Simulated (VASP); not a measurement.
# Ti3HN3 in VASP: relaxation of the atoms with PBE

Aim: the relaxation of the atoms of Ti3HN3 with PBE.

Program: VASP 6.6.1. These are calculated values, not measurements. Logs are shortened: lines on timing, memory, paths and dates and some standing lists are left out, and cuts for length are marked.

### 1 The cell of the first run

The cell holds a slab with vacuum, 7 atoms: a = 3.003 Å, b = 3.003 Å, c = 19.758 Å, α = 90.00°, β = 90.00°, γ = 90.00°.

### 2 Relaxation of the atoms, PBE

Contents of INCAR:

```
PREC     = Accurate       # precision mode
ENCUT    = 520            # plane-wave cutoff, eV
EDIFF    = 1E-6           # SCF threshold, eV
ISMEAR   = 0              # smearing method
SIGMA    = 0.1            # smearing width, eV
LREAL    = False          # projectors in reciprocal space
LASPH    = True           # aspherical terms in the spheres
NELM     = 80             # most SCF steps
ALGO     = Normal         # electronic algorithm
ISIF     = 2              # what is computed and relaxed
LWAVE    = False          # write WAVECAR
LCHARG   = False          # write CHGCAR
LDIPOL   = True         
IDIPOL   = 3            
DIPOL    = 0.5 0.5 0.334
GGA      = PE             # functional
IBRION   = 2              # ionic algorithm
NSW      = 36             # ionic steps
EDIFFG   = -0.025         # ionic threshold
```

Contents of KPOINTS:

```
regular mesh
0
Gamma
  9 9 1
```

Contents of POSCAR:

```
Ti3HN3
1.0
    3.0028555065      0.0000000000      0.0000000000
    0.0000000000      3.0028555065      0.0000000000
    0.0000000000      0.0000000000     19.7584945265
Ti N H
3 3 1
Selective dynamics
Direct
    0.5000000000      0.5000000000      0.2024445736  F F F
    0.0000000000      0.0000000000      0.3072496201  F F F
    0.5000000000      0.5000000000      0.4076776418  F F F
    0.0000000000      0.0000000000      0.2024445736  F F F
    0.5000000000      0.5000000000      0.3055678856  F F F
    0.0000000000      0.0000000000      0.4179718508  F F F
    0.5000000000      0.5000000000      0.4979638873  F F T
```

Potentials or basis: VASP PAW PBE potentials, release 64 (Ti_sv, N, H).

Started as:

```bash
cat potpaw_PBE.64/Ti_sv/POTCAR potpaw_PBE.64/N/POTCAR potpaw_PBE.64/H/POTCAR > POTCAR
mpirun -np 1 vasp_std > vasp.out
```

OUTCAR:

```text
PREC = Accurate
   ENCUT = 520
   EDIFF = 1E-6
   ISMEAR = 0
   LREAL = False
   LASPH = True
   NELM = 80
   ISIF = 2
   GGA = PE
   IBRION = 2
   NSW = 36
   EDIFFG = -0.025

 ion  position               nearest neighbor table
   1  0.500  0.500  0.202-   5 2.04   4 2.12   4 2.12   4 2.12   4 2.12
   2  0.000  0.000  0.307-   4 2.07   5 2.12   5 2.12   5 2.12   5 2.12   6 2.19   3 2.91   3 2.91
                             3 2.91   3 2.91
   3  0.500  0.500  0.408-   7 1.78   5 2.02   6 2.13   6 2.13   6 2.13   6 2.13   2 2.91   2 2.91
                             2 2.91   2 2.91
   4  0.000  0.000  0.202-   2 2.07   1 2.12   1 2.12   1 2.12   1 2.12
   5  0.500  0.500  0.306-   3 2.02   1 2.04   2 2.12   2 2.12   2 2.12   2 2.12
   6  0.000  0.000  0.418-   3 2.13   3 2.13   3 2.13   3 2.13   2 2.19
   7  0.500  0.500  0.498-   3 1.78

  LATTYP: Found a simple tetragonal cell.
 ALAT       =     3.0028555065
 C/A-ratio  =     6.5799018580

  Lattice vectors:

 A1 = (   3.0028555065,   0.0000000000,   0.0000000000)
 A2 = (   0.0000000000,   3.0028555065,   0.0000000000)
 A3 = (   0.0000000000,   0.0000000000,  19.7584945265)

Analysis of symmetry for initial positions (statically):
=====================================================================
 Subroutine PRICEL returns:
 Original cell was already a primitive cell.

 Routine SETGRP: Setting up the symmetry group for a
 simple tetragonal supercell.

 Subroutine GETGRP returns: Found  8 space group operations
 (whereof  8 operations were pure point group operations)
 out of a pool of 16 trial point group operations.

The static configuration has the point symmetry C_4v.

Analysis of symmetry for dynamics (positions and initial velocities):
=====================================================================
 Subroutine PRICEL returns:
 Original cell was already a primitive cell.

 Routine SETGRP: Setting up the symmetry group for a
 simple tetragonal supercell.

 Subroutine GETGRP returns: Found  8 space group operations
 (whereof  8 operations were pure point group operations)
 out of a pool of 16 trial point group operations.

The dynamic configuration has the point symmetry C_4v.

Analysis of constrained symmetry for selective dynamics:
=====================================================================
 Subroutine PRICEL returns:
 Original cell was already a primitive cell.

 Routine SETGRP: Setting up the symmetry group for a
 simple tetragonal supercell.

 Subroutine GETGRP returns: Found  8 space group operations
 (whereof  8 operations were pure point group operations)
 out of a pool of 16 trial point group operations.

The constrained configuration has the point symmetry C_4v.

 Subroutine INISYM returns: Found  8 space group operations
 (whereof  8 operations are pure point group operations),
 and found     1 'primitive' translations

----------------------------------------------------------------------------------------

                                     Primitive cell

  volume of cell :     178.1651

  direct lattice vectors                    reciprocal lattice vectors
     3.002855506  0.000000000  0.000000000     0.333016357  0.000000000  0.000000000
     0.000000000  3.002855506  0.000000000     0.000000000  0.333016357  0.000000000
     0.000000000  0.000000000 19.758494527     0.000000000  0.000000000  0.050611143

  length of vectors
     3.002855506  3.002855506 19.758494527     0.333016357  0.333016357  0.050611143

  position of ions in fractional coordinates (direct lattice)
     0.500000000  0.500000000  0.202444574
     0.000000000  0.000000000  0.307249620
     0.500000000  0.500000000  0.407677642
     0.000000000  0.000000000  0.202444574
     0.500000000  0.500000000  0.305567886
     0.000000000  0.000000000  0.417971851
     0.500000000  0.500000000  0.497963887

  ion indices of the primitive-cell ions
   primitive index   ion index
                 1           1
                 2           2
                 3           3
                 4           4
                 5           5
                 6           6
                 7           7

----------------------------------------------------------------------------------------

 KPOINTS: regular mesh

Automatic generation of k-mesh.
 Grid dimensions read from file:
 generate k-points for:    9    9    1

 Generating k-lattice:

  Cartesian coordinates                     Fractional coordinates (reciprocal lattice)
     0.037001817  0.000000000  0.000000000     0.111111111  0.000000000  0.000000000
     0.000000000  0.037001817  0.000000000     0.000000000  0.111111111  0.000000000
     0.000000000  0.000000000  0.050611143     0.000000000  0.000000000  1.000000000

  Length of vectors
     0.037001817  0.037001817  0.050611143

  Shift w.r.t. Gamma in fractional coordinates (k-lattice)
     0.000000000  0.000000000  0.000000000

 Subroutine IBZKPT returns following result:
 ===========================================

 Found     15 irreducible k-points:

 Following reciprocal coordinates:
            Coordinates               Weight
  0.000000  0.000000  0.000000      1.000000
  0.111111  0.000000  0.000000      4.000000
  0.222222  0.000000  0.000000      4.000000
  0.333333  0.000000  0.000000      4.000000
  0.444444  0.000000  0.000000      4.000000
  0.111111  0.111111  0.000000      4.000000
  0.222222  0.111111  0.000000      8.000000
  0.333333  0.111111  0.000000      8.000000
  0.444444  0.111111  0.000000      8.000000
  0.222222  0.222222  0.000000      4.000000
  0.333333  0.222222  0.000000      8.000000
  0.444444  0.222222  0.000000      8.000000
  0.333333  0.333333  0.000000      4.000000
  0.444444  0.333333  0.000000      8.000000
  0.444444  0.444444  0.000000      4.000000
   k-points           NKPTS =     15   k-points in BZ     NKDIM =     15   number of bands    NBANDS=     31
   number of dos      NEDOS =    301   number of ions     NIONS =      7
   total plane-waves  NPLWV =  86400
   dimension x,y,z NGX =    24 NGY =   24 NGZ =  150
   dimension x,y,z NGXF=    48 NGYF=   48 NGZF=  300
   ions per type =               3   3   1
   NGX,Y,Z   is equivalent  to a cutoff of  13.29, 13.29, 12.62 a.u.
   NGXF,Y,Z  is equivalent  to a cutoff of  26.57, 26.57, 25.24 a.u.
 SYSTEM =  unknown system
   PREC   = accura    normal or accurate (medium, high low for compatibility)
   ISTART =      0    job   : 0-new  1-cont  2-samecut
   ICHARG =      2    charge: 1-file 2-atom 10-const
   ISPIN  =      1    spin polarized calculation?
   LNONCOLLINEAR =      F non collinear calculations
   LSORBIT =      F    spin-orbit coupling
   LASPH  =      T    aspherical Exc in radial PAW
   ENCUT  =  520.0 eV  38.22 Ry    6.18 a.u.   5.58  5.58 36.74*2*pi/ulx,y,z
   NELM   =     80;   NELMIN=  2; NELMDL= -5     # of ELM steps
   EDIFF  = 0.1E-05   stopping-criterion for ELM
   LREAL  =      F    real-space projection
   EDIFFG = -.3E-01   stopping-criterion for IOM
   NSW    =     36    number of steps for IOM
   IBRION =      2    ionic relax: 0-MD 1-quasi-New 2-CG
   NFREE  =      1    steps in history (QN), initial steepest desc. (CG)
   ISIF   =      2    stress and relaxation
   ISYM   =      2    0-nonsym 1-usesym 2-fastsym
   POTIM  = 0.5000    time-step for ionic-motion
   TEBEG  =    0.0;   TEEND  =   0.0 temperature during run
   PSTRESS=    0.0 pullay stress
   NELECT =      52.0000    total number of electrons
   NUPDOWN=      -1.0000    fix difference up-down
   EMIN   =  10.00;   EMAX   =-10.00  energy-range for DOS
   EFERMI =   0.00;   METHOD = LEGACY
   ISMEAR =     0;   SIGMA  =   0.10  broadening in eV -4-tet -1-fermi 0-gaus
   EFERMI_NEDOS =   21; number of points for ismear=-14 and -15
   IALGO  =     38    algorithm
   IMIX   =      4    mixing-type and parameters
     AMIX     =   0.40;   BMIX     =  1.00
     AMIX_MAG =   1.60;   BMIX_MAG =  1.00
  volume/ion in A,a.u.               =      25.45       171.76
  Fermi-wavevector in a.u.,A,eV,Ry     =   1.085930  2.052110 16.044579  1.179243
  Thomas-Fermi vector in A             =   2.222055
   LORBIT       =      0    0 simple, 1 ext, 2 COOP (PROOUT), +10 PAW based schemes
   GGA     = PE    functional components
   LHFCALC =     F    Hartree Fock is set to
   AEXX    =    0.0000 exact exchange contribution
   IVDW    =     0    specifies the selected vdW correction
   LEPSILON=     F    determine dielectric tensor
   LRPA    =     F    only Hartree local field effects (RPA)
 conjugate gradient relaxation of ions
 non-spin polarized calculation
 Gauss-broadening in eV      SIGMA  =   0.10
  energy-cutoff  :      520.00
  volume of cell :      178.17
 maximum number of plane-waves:      4826
 NGX is ok and might be reduce to    24
   NGX = 11   NGY = 11   NGZ = 73

 dipolmoment           0.000000      0.000000     -0.463004 electrons x Angstroem

--------------------------------------- Ionic step        1  -------------------------------------------

 number of electron      52.0000000 magnetization

 Free energy of the ion-electron system (eV)
  ---------------------------------------------------
  ext. energy  EPLUGINS =         0.00000000
  ---------------------------------------------------
  free energy    TOTEN  =       -59.49257837 eV

  energy without entropy =      -59.47786961  energy(sigma->0) =      -59.48522399

------------------------ aborting loop because EDIFF is reached ----------------------------------------

  FORCE on cell =-STRESS in cart. coord.  units (eV):
  Direction    XX          YY          ZZ          XY          YZ          ZX
  --------------------------------------------------------------------------------------
  -------------------------------------------------------------------------------------
  Total       -3.8137771     -3.8137771      2.4875557      0.0000000     -0.0000000      0.0000000
  in kB      -34.2959764    -34.2959764     22.3697268      0.0000000     -0.0000000      0.0000000
  external PRESSURE =     -15.4074087 kB  Pullay stress =       0.0000000 kB
[... 108 lines left out ...]
  energy  without entropy=      -59.4874630773  energy(sigma->0) =      -59.49364093

--------------------------------------- Ionic step        4  -------------------------------------------

 number of electron      52.0000000 magnetization

 dipolmoment           0.000000      0.000000      0.235972 electrons x Angstroem

 Free energy of the ion-electron system (eV)
  ---------------------------------------------------
  ext. energy  EPLUGINS =         0.00000000
  ---------------------------------------------------
  free energy    TOTEN  =       -59.49987509 eV

  energy without entropy =      -59.48729575  energy(sigma->0) =      -59.49358542

 E-fermi :   0.1833     XC(G=0):  -5.3422

 val. band max:        0.1665367760   @ k =   0.4444   0.4444   0.0000
 cond. band min:       0.2214515969   @ k =   0.2222   0.1111   0.0000
 fundamental gap:      0.0549148209
 Fermi energy:         0.1833173522

 k-point     1 :       0.0000    0.0000    0.0000
  band No.  band energies     occupation
      1     -57.6488      2.00000
      2     -57.3791      2.00000
      3     -56.8430      2.00000
      4     -34.0794      2.00000
      5     -33.7581      2.00000
      6     -33.7581      2.00000
[... 499 lines left out ...]
     30       2.2603      0.00000
     31       2.6136      0.00000

------------------------ aborting loop because EDIFF is reached ----------------------------------------

 vacuum level on the upper side and lower side of the slab       (xc-potential included)         2.201        -2.313

  FORCE on cell =-STRESS in cart. coord.  units (eV):
  Direction    XX          YY          ZZ          XY          YZ          ZX
  --------------------------------------------------------------------------------------
  -------------------------------------------------------------------------------------
  Total       -3.7537521     -3.7537521      3.2440457      0.0000000     -0.0000000      0.0000000
  in kB      -33.7561918    -33.7561918     29.1725787      0.0000000     -0.0000000      0.0000000
  external PRESSURE =     -12.7799350 kB  Pullay stress =       0.0000000 kB

 VOLUME and BASIS-vectors are now :
 -----------------------------------------------------------------------------
  energy-cutoff  :      520.00
  volume of cell :      178.17
      direct lattice vectors                 reciprocal lattice vectors
     3.002855506  0.000000000  0.000000000     0.333016357  0.000000000  0.000000000
     0.000000000  3.002855506  0.000000000     0.000000000  0.333016357  0.000000000
     0.000000000  0.000000000 19.758494527     0.000000000  0.000000000  0.050611143
[... 13 lines left out ...]
  FREE ENERGIE OF THE ION-ELECTRON SYSTEM (eV)
  ---------------------------------------------------
  free  energy   TOTEN  =       -59.4998750940 eV

  energy  without entropy=      -59.4872957469  energy(sigma->0) =      -59.49358542

 reached required accuracy - stopping structural energy minimisation

 vacuum level on the upper side and lower side of the slab         7.398         2.773
```

Run time: 11 min. Hardware: 1 thread of Oxide Virtual Turin-like, shared host; peak memory 0.29 GiB.

What came out:

| Property | Result |
| --- | --- |
| Free energy | -59.4999 eV |
| Energy gained by relaxing | 1.0 meV/atom |
| Ionic steps | 4 |
| Band gap on the k mesh | zero (bands 26 and 27 overlap by 1.63 eV) |

The path:
```
step  energy change (eV)  largest force on free atoms (eV/Å)  pressure (GPa)
   1              0.0000                              0.3058           -1.54
   2             -0.0038                              0.2151           -1.47
   3             -0.0072                              0.0268           -1.26
   4             -0.0073                              0.0012           -1.28
```

Final structure:
```xyz
7
Lattice="3.0029 0.0000 0.0000 0.0000 3.0029 0.0000 0.0000 0.0000 19.7585" Properties=species:S:1:pos:R:3 pbc="T T T"
Ti    1.5014    1.5014    4.0000
Ti    0.0000    0.0000    6.0708
Ti    1.5014    1.5014    8.0551
N     0.0000    0.0000    4.0000
N     1.5014    1.5014    6.0376
N     0.0000    0.0000    8.2585
H     1.5014    1.5014    9.7931
```

Levels at points of the mesh, in eV from the Fermi level:
| k point | band 22 | band 23 | band 24 | band 25 | band 26 | band 27 | band 28 | band 29 | band 30 | band 31 |
| --- | --- | --- | --- | --- | --- | --- | --- | --- | --- | --- |
| (0.00, 0.00, 0.00) | -2.36 | -2.36 | -1.46 | -1.38 | -1.38 | -0.65 | -0.35 | 0.36 | 0.36 | 0.83 |

The gap in the log of VASP goes by the Fermi energy; the results here count the filled bands.